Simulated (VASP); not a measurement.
# Ag (I4/mmm) in VASP: notebook

The runs below take Ag through single point, with PBEsol.

Program: VASP 6.6.1. These are calculated values, not measurements. Logs are shortened: lines on timing, memory, paths and dates and some standing lists are left out, and cuts for length are marked.

### 1 The cell of the first run

Symmetry: I4/mmm, No. 139, tetragonal system. The conventional cell has a = 3.311 Å, b = 3.311 Å, c = 3.576 Å, α = 90.00°, β = 90.00°, γ = 90.00°. Ag (site symmetry 4/mmm) has 14 Ag at 2.95 to 3.58 Å within 3.9 Å.

### 2 Single point, PBEsol (strain +0.000 along x and y, +0.080 along z)

File INCAR:

```
ALGO = Fast ; EDIFF = 1E-7
ENCUT = 520 ; GGA = PS
ISIF = 2 ; ISMEAR = 0
LASPH = T ; LCHARG = F
LREAL = F ; LWAVE = F
NBANDS = 12 ; NELM = 80
PREC = Accurate ; SIGMA = 0.15
```

File KPOINTS:

```
k-points
0
Gamma
  20 20 20
```

File POSCAR:

```
Ag
1.0
   -1.6556540000      1.6556540000      1.7881063200
    1.6556540000     -1.6556540000      1.7881063200
    1.6556540000      1.6556540000     -1.7881063200
Ag
1
Direct
    0.0000000000      0.0000000000      0.0000000000
```

Potentials or basis: VASP PAW PBE potentials, release 64 (Ag).

On the command line:

```console
cat potpaw_PBE.64/Ag/POTCAR > POTCAR
mpirun -np 1 vasp_std > vasp.out
```

OUTCAR:

```text
EDIFF = 1E-7
   ENCUT = 520
   GGA = PS
   ISIF = 2
   ISMEAR = 0
   LASPH = T
   LREAL = F
   NELM = 80
   PREC = Accurate

 ion  position               nearest neighbor table
   1  0.000  0.000  0.000-

  LATTYP: Found a body centered tetragonal cell.
 ALAT       =     3.3113080000
 C/A-ratio  =     1.0800000000

  Lattice vectors:

 A1 = (  -1.6556540000,   1.6556540000,   1.7881063200)
 A2 = (   1.6556540000,  -1.6556540000,   1.7881063200)
 A3 = (   1.6556540000,   1.6556540000,  -1.7881063200)

Analysis of symmetry for initial positions (statically):
=====================================================================
 Subroutine PRICEL returns:
 Original cell was already a primitive cell.

 Routine SETGRP: Setting up the symmetry group for a
 body centered tetragonal supercell.

 Subroutine GETGRP returns: Found 16 space group operations
 (whereof 16 operations were pure point group operations)
 out of a pool of 16 trial point group operations.

The static configuration has the point symmetry D_4h.

Analysis of symmetry for dynamics (positions and initial velocities):
=====================================================================
 Subroutine PRICEL returns:
 Original cell was already a primitive cell.

 Routine SETGRP: Setting up the symmetry group for a
 body centered tetragonal supercell.

 Subroutine GETGRP returns: Found 16 space group operations
 (whereof 16 operations were pure point group operations)
 out of a pool of 16 trial point group operations.

The dynamic configuration has the point symmetry D_4h.

 Subroutine INISYM returns: Found 16 space group operations
 (whereof 16 operations are pure point group operations),
 and found     1 'primitive' translations

----------------------------------------------------------------------------------------

                                     Primitive cell

  volume of cell :      19.6062

  direct lattice vectors                    reciprocal lattice vectors
    -1.655654000  1.655654000  1.788106320     0.000000000  0.301995465  0.279625431
     1.655654000 -1.655654000  1.788106320     0.301995465  0.000000000  0.279625431
     1.655654000  1.655654000 -1.788106320     0.301995465  0.301995465  0.000000000

  length of vectors
     2.946133830  2.946133830  2.946133830     0.411572160  0.411572160  0.427086083

  position of ions in fractional coordinates (direct lattice)
     0.000000000  0.000000000  0.000000000

  ion indices of the primitive-cell ions
   primitive index   ion index
                 1           1

----------------------------------------------------------------------------------------

 KPOINTS: k-points

Automatic generation of k-mesh.
 Grid dimensions read from file:
 generate k-points for:   20   20   20

 Generating k-lattice:

  Cartesian coordinates                     Fractional coordinates (reciprocal lattice)
     0.000000000  0.015099773  0.013981272     0.050000000  0.000000000 -0.000000000
     0.015099773  0.000000000  0.013981272     0.000000000  0.050000000 -0.000000000
     0.015099773  0.015099773  0.000000000     0.000000000  0.000000000  0.050000000

  Length of vectors
     0.020578608  0.020578608  0.021354304

  Shift w.r.t. Gamma in fractional coordinates (k-lattice)
     0.000000000  0.000000000  0.000000000

 Subroutine IBZKPT returns following result:
 ===========================================

 Found    641 irreducible k-points:

 Following reciprocal coordinates:
            Coordinates               Weight
  0.000000  0.000000  0.000000      1.000000
  0.050000  0.000000 -0.000000      8.000000
  0.100000  0.000000  0.000000      8.000000
  0.150000  0.000000  0.000000      8.000000
  0.200000  0.000000  0.000000      8.000000
  0.250000  0.000000  0.000000      8.000000
[... 16 lines left out ...]
 -0.400000  0.050000  0.000000     16.000000
 -0.350000  0.050000  0.000000     16.000000
 [... further k-points ...]
   k-points           NKPTS =    641   k-points in BZ     NKDIM =    641   number of bands    NBANDS=     12
   number of dos      NEDOS =    301   number of ions     NIONS =      1
   total plane-waves  NPLWV =  13824
   dimension x,y,z NGX =    24 NGY =   24 NGZ =   24
   dimension x,y,z NGXF=    48 NGYF=   48 NGZF=   48
   ions per type =               1
   NGX,Y,Z   is equivalent  to a cutoff of  13.54, 13.54, 13.54 a.u.
   NGXF,Y,Z  is equivalent  to a cutoff of  27.09, 27.09, 27.09 a.u.
 SYSTEM =  unknown system
   PREC   = accura    normal or accurate (medium, high low for compatibility)
   ISTART =      0    job   : 0-new  1-cont  2-samecut
   ICHARG =      2    charge: 1-file 2-atom 10-const
   ISPIN  =      1    spin polarized calculation?
   LNONCOLLINEAR =      F non collinear calculations
   LSORBIT =      F    spin-orbit coupling
   LASPH  =      T    aspherical Exc in radial PAW
   ENCUT  =  520.0 eV  38.22 Ry    6.18 a.u.   5.48  5.48  5.48*2*pi/ulx,y,z
   NELM   =     80;   NELMIN=  2; NELMDL= -5     # of ELM steps
   EDIFF  = 0.1E-06   stopping-criterion for ELM
   LREAL  =      F    real-space projection
   EDIFFG = 0.1E-05   stopping-criterion for IOM
   NSW    =      0    number of steps for IOM
   IBRION =     -1    ionic relax: 0-MD 1-quasi-New 2-CG
   NFREE  =      0    steps in history (QN), initial steepest desc. (CG)
   ISIF   =      2    stress and relaxation
   ISYM   =      2    0-nonsym 1-usesym 2-fastsym
   POTIM  = 0.5000    time-step for ionic-motion
   TEBEG  =    0.0;   TEEND  =   0.0 temperature during run
   PSTRESS=    0.0 pullay stress
   NELECT =      11.0000    total number of electrons
   NUPDOWN=      -1.0000    fix difference up-down
   EMIN   =  10.00;   EMAX   =-10.00  energy-range for DOS
   EFERMI =   0.00;   METHOD = LEGACY
   ISMEAR =     0;   SIGMA  =   0.15  broadening in eV -4-tet -1-fermi 0-gaus
   EFERMI_NEDOS =   21; number of points for ismear=-14 and -15
   IALGO  =     68    algorithm
   IMIX   =      4    mixing-type and parameters
     AMIX     =   0.40;   BMIX     =  1.00
     AMIX_MAG =   1.60;   BMIX_MAG =  1.00
  volume/ion in A,a.u.               =      19.61       132.31
  Fermi-wavevector in a.u.,A,eV,Ry     =   1.350231  2.551568 24.805122  1.823125
  Thomas-Fermi vector in A             =   2.477753
   LORBIT       =      0    0 simple, 1 ext, 2 COOP (PROOUT), +10 PAW based schemes
   GGA     = PS    functional components
   LHFCALC =     F    Hartree Fock is set to
   AEXX    =    0.0000 exact exchange contribution
   IVDW    =     0    specifies the selected vdW correction
   LEPSILON=     F    determine dielectric tensor
   LRPA    =     F    only Hartree local field effects (RPA)
 non-spin polarized calculation
 RMM-DIIS sequential band-by-band and
 Gauss-broadening in eV      SIGMA  =   0.15
  energy-cutoff  :      520.00
  volume of cell :       19.61
 maximum number of plane-waves:       543
 NGX is ok and might be reduce to    24
   NGX = 11   NGY = 11   NGZ = 11

 number of electron      11.0000004 magnetization

 Free energy of the ion-electron system (eV)
  ---------------------------------------------------
  ext. energy  EPLUGINS =         0.00000000
  ---------------------------------------------------
  free energy    TOTEN  =        -3.15228383 eV

  energy without entropy =       -3.14817233  energy(sigma->0) =       -3.15022808

 E-fermi :   6.4545     XC(G=0): -11.5970

 val. band max:        6.4448517890   @ k =   0.5000   0.2500   0.0500
 cond. band min:       6.4577334415   @ k =   0.4000   0.1000   0.0000
 fundamental gap:      0.0128816525
 Fermi energy:         6.4544574320

 k-point     1 :       0.0000    0.0000    0.0000
  band No.  band energies     occupation
      1      -0.4096      2.00000
      2       1.9619      2.00000
      3       1.9619      2.00000
      4       2.2256      2.00000
      5       2.9287      2.00000
      6       3.2112      2.00000
      7      23.1179      0.00000
      8      24.1567      0.00000
      9      24.1567      0.00000
     10      27.0518      0.00000
     11      28.8484      0.00000
     12      28.9272      0.00000

 k-point     2 :       0.0500    0.0000   -0.0000
  band No.  band energies     occupation
      1      -0.3370      2.00000
      2       1.9662      2.00000
      3       1.9741      2.00000
      4       2.2355      2.00000
      5       2.9192      2.00000
      6       3.2030      2.00000
      7      23.0127      0.00000
      8      23.9332      0.00000
      9      24.1793      0.00000
     10      26.4902      0.00000
     11      27.7900      0.00000
     12      28.3032      0.00000

 k-point     3 :       0.1000    0.0000    0.0000
  band No.  band energies     occupation
      1      -0.1250      2.00000
      2       1.9805      2.00000
      3       1.9831      2.00000
      4       2.2921      2.00000
      5       2.8935      2.00000
      6       3.1829      2.00000
      7      22.3040      0.00000
      8      23.4752      0.00000
      9      24.2363      0.00000
     10      25.9094      0.00000
     11      26.8145      0.00000
     12      27.2131      0.00000

 k-point     4 :       0.1500    0.0000    0.0000
  band No.  band energies     occupation
      1       0.2036      2.00000
      2       1.9507      2.00000
      3       2.0156      2.00000
      4       2.4320      2.00000
      5       2.8615      2.00000
      6       3.1608      2.00000
      7      20.7693      0.00000
      8      23.0144      0.00000
      9      24.2797      0.00000
     10      25.7820      0.00000
     11      26.0410      0.00000
     12      26.2859      0.00000

 k-point     5 :       0.2000    0.0000    0.0000
  band No.  band energies     occupation
      1       0.5848      2.00000
      2       1.8844      2.00000
      3       2.1231      2.00000
      4       2.6431      2.00000
      5       2.8375      2.00000
      6       3.1454      2.00000
      7      18.9284      0.00000
      8      22.3677      0.00000
      9      24.0764      0.00000
     10      25.1400      0.00000
     11      25.7545      0.00000
     12      26.4294      0.00000
[... 228 lines left out ...]
      1       0.8923      2.00000
      2       1.5454      2.00000
      3       2.8433      2.00000
      4       3.2123      2.00000
      5       3.7614      2.00000
      6       6.5480      0.37790
      7       9.7997      0.00000
      8      19.3842      0.00000
      9      20.0098      0.00000
     10      25.3441      0.00000
     11      26.6316      0.00000
     12      28.3300      0.00000

 k-point    22 :      -0.4500    0.0500   -0.0000
  band No.  band energies     occupation
      1       0.9235      2.00000
      2       1.5696      2.00000
      3       2.8307      2.00000
      4       3.2103      2.00000
      5       3.6505      2.00000
      6       5.6793      2.00000
      7      10.9206      0.00000
      8      19.5910      0.00000
      9      20.2498      0.00000
     10      25.3004      0.00000
     11      26.5223      0.00000
     12      28.1920      0.00000

 k-point    23 :      -0.4000    0.0500    0.0000
  band No.  band energies     occupation
      1       0.9761      2.00000
      2       1.6174      2.00000
      3       2.8202      2.00000
      4       3.1787      2.00000
      5       3.4440      2.00000
      6       4.6602      2.00000
      7      12.4710      0.00000
      8      19.9521      0.00000
      9      20.7380      0.00000
     10      25.2263      0.00000
     11      26.3804      0.00000
     12      27.9860      0.00000

 k-point    24 :      -0.3500    0.0500    0.0000
  band No.  band energies     occupation
      1       1.0219      2.00000
      2       1.6848      2.00000
      3       2.8128      2.00000
      4       3.0089      2.00000
      5       3.2428      2.00000
      6       3.7912      2.00000
      7      14.2035      0.00000
      8      20.4530      0.00000
      9      21.4384      0.00000
     10      25.1223      0.00000
     11      26.2605      0.00000
     12      27.5859      0.00000

 [... further k-points ...]
[... 5 lines left out ...]
  --------------------------------------------------------------------------------------
  -------------------------------------------------------------------------------------
  Total       -1.4511259     -1.4511259     -1.3373257      0.0000000      0.0000000      0.0000000
  in kB     -118.5832073   -118.5832073   -109.2836735      0.0000000      0.0000000      0.0000000
  external PRESSURE =    -115.4833627 kB  Pullay stress =       0.0000000 kB

 VOLUME and BASIS-vectors are now :
 -----------------------------------------------------------------------------
  energy-cutoff  :      520.00
  volume of cell :       19.61
      direct lattice vectors                 reciprocal lattice vectors
    -1.655654000  1.655654000  1.788106320     0.000000000  0.301995465  0.279625431
     1.655654000 -1.655654000  1.788106320     0.301995465  0.000000000  0.279625431
     1.655654000  1.655654000 -1.788106320     0.301995465  0.301995465  0.000000000

 POSITION                                       TOTAL-FORCE (eV/Angst)
 -----------------------------------------------------------------------------------
      0.00000      0.00000      0.00000         0.000000     -0.000000      0.000000
 -----------------------------------------------------------------------------------
    total drift:                               -0.000000      0.000000      0.000000

  FREE ENERGIE OF THE ION-ELECTRON SYSTEM (eV)
  ---------------------------------------------------
  free  energy   TOTEN  =        -3.1522838301 eV

  energy  without entropy=       -3.1481723314  energy(sigma->0) =       -3.15022808
```

Run time: 39 s. Hardware: 1 thread of Intel Xeon 6975P-C (Granite Rapids), shared host; peak memory 0.25 GiB.

Results:

* Free energy: -3.1523 eV
* Pressure: -11.5 GPa

Levels at points of the mesh, in eV from the Fermi level:
```
           k point  band 4  band 5  band 6  band 7  band 8  band 9
(0.00, 0.00, 0.00)   -4.23   -3.53   -3.24   16.66   17.70   17.70
(0.50, 0.00, 0.00)   -3.22   -2.60    0.07    3.17   13.19   13.77
(0.50, 0.50, 0.00)   -3.17   -2.54    0.47    3.84   11.95   12.20
(0.50, 0.50, 0.50)   -2.73   -2.73    5.15    7.14    7.14   10.09
```

Caveat: the cell differs from its parent crystal (strain +0.000 along x and y, +0.080 along z); the PAW data sets were made with another functional, which shifts forces and pressure a little.

### 3 Single point, PBEsol (strain +0.080 along x and y, -0.040 along z)

File INCAR:

```
SYSTEM = Ag
PREC = Accurate
ENCUT = 520
EDIFF = 1E-6
ISMEAR = 0
SIGMA = 0.15
LREAL = .False.
LASPH = .True.
NELM = 80
ALGO = Fast
ISIF = 2
LWAVE = .False.
LCHARG = .True.
GGA = PS
LELF = .True.
LVHAR = .True.
NBANDS = 12
```

File KPOINTS:

```
regular mesh
0
Gamma
  20 20 20
  0 0 0
```

File POSCAR:

```
Ag
1.0
   -1.7881063200      1.7881063200      1.5894278400
    1.7881063200     -1.7881063200      1.5894278400
    1.7881063200      1.7881063200     -1.5894278400
Ag
1
Direct
    0.0000000000      0.0000000000      0.0000000000
```

Potentials or basis: VASP PAW PBE potentials, release 64 (Ag).

On the command line:

```console
cat potpaw_PBE.64/Ag/POTCAR > POTCAR
mpirun -np 1 vasp_std > vasp.out
```

Wall time 39 s (1 thread of Intel Xeon 6975P-C (Granite Rapids), shared host); peak memory 0.26 GiB.

It converged, with:

```
Free energy : -3.0989 eV
Pressure    : -12.8 GPa
```

Stress tensor (GPa, compression positive):
```
-12.63   0.00   0.00
  0.00 -12.63   0.00
  0.00   0.00 -13.02
```

Levels at points of the mesh, in eV from the Fermi level:
```
           k point  band 4  band 5  band 6  band 7  band 8  band 9
(0.00, 0.00, 0.00)   -4.12   -3.62   -3.12   16.34   16.34   18.68
(0.50, 0.00, 0.00)   -2.96   -2.59    0.52    3.62   12.02   12.20
(0.50, 0.50, 0.00)   -3.35   -2.63   -0.10    2.53   14.00   14.68
(0.50, 0.50, 0.50)   -2.78   -2.66    5.37    5.37    8.57    9.57
```

Caveat: the cell differs from its parent crystal (strain +0.080 along x and y, -0.040 along z); the PAW data sets were made with another functional, which shifts forces and pressure a little.

### 4 Single point, PBEsol (strain +0.080 along x and y, +0.000 along z)

File INCAR:

```
ALGO = Fast
EDIFF = 1E-6
ENCUT = 520
GGA = PS
ISIF = 2
ISMEAR = 0
LASPH = T
LCHARG = T
LELF = T
LREAL = F
LVHAR = T
LWAVE = F
NBANDS = 12
NELM = 100
PREC = Accurate
SIGMA = 0.15
```

File KPOINTS:

```
k-points
0
Gamma
  20 20 20
```

File POSCAR:

```
Ag
1.0
   -1.7881063200      1.7881063200      1.6556540000
    1.7881063200     -1.7881063200      1.6556540000
    1.7881063200      1.7881063200     -1.6556540000
Ag
1
Direct
    0.0000000000      0.0000000000      0.0000000000
```

On the command line:

```console
cat potpaw_PBE.64/Ag/POTCAR > POTCAR
mpirun -np 1 vasp_std > vasp.out
```

It took 36 s on 1 thread of Intel Xeon 6975P-C (Granite Rapids), shared host; peak memory 0.26 GiB.

The run converged. Its results:

| Property | Result |
| --- | --- |
| Free energy | -3.0275 eV |
| Pressure | -13.8 GPa |

Stress tensor (GPa, compression positive):
```
-13.65   0.00   0.00
  0.00 -13.65   0.00
  0.00   0.00 -14.02
```

Levels at points of the mesh, in eV from the Fermi level:
| k point | band 4 | band 5 | band 6 | band 7 | band 8 | band 9 |
| --- | --- | --- | --- | --- | --- | --- |
| (0.00, 0.00, 0.00) | -4.10 | -3.44 | -3.15 | 16.51 | 16.51 | 17.90 |
| (0.50, 0.00, 0.00) | -3.05 | -2.58 | 0.50 | 3.25 | 12.01 | 12.10 |
| (0.50, 0.50, 0.00) | -3.27 | -2.62 | 0.12 | 2.57 | 13.30 | 13.64 |
| (0.50, 0.50, 0.50) | -2.77 | -2.70 | 5.60 | 5.60 | 7.60 | 9.50 |

Caveat: the cell differs from its parent crystal (strain +0.080 along x and y, +0.000 along z); the PAW data sets were made with another functional, which shifts forces and pressure a little.

### 5 Overview

| cell | further INCAR settings | gap on the mesh (eV) | pressure (GPa) |
| --- | --- | --- | --- |
| a = 2.946 Å, angles 111.6, 111.6, 105.3°, 1 atom | ALGO = Fast; EDIFF = 1e-07; NBANDS = 12 | none | -11.5 |
| a = 2.987 Å, angles 106.5, 106.5, 115.7°, 1 atom | ALGO = Fast; EDIFF = 1e-06; NBANDS = 12 | none | -12.8 |
| a = 3.023 Å, angles 107.5, 107.5, 113.6°, 1 atom | ALGO = Fast; EDIFF = 1e-06; NBANDS = 12 | none | -13.8 |

Alike in all rows: task single point; level PBEsol; potentials or basis VASP PAW PBE potentials, release 64 (Ag); no spin polarisation; k mesh 20 × 20 × 20; cutoff (eV) 520; smearing gaussian 0.15 eV.

Caveats: the PAW data sets were made with another functional, which shifts forces and pressure a little.

Total energies depend on the potentials used, so only differences within one code and one set of settings carry meaning.
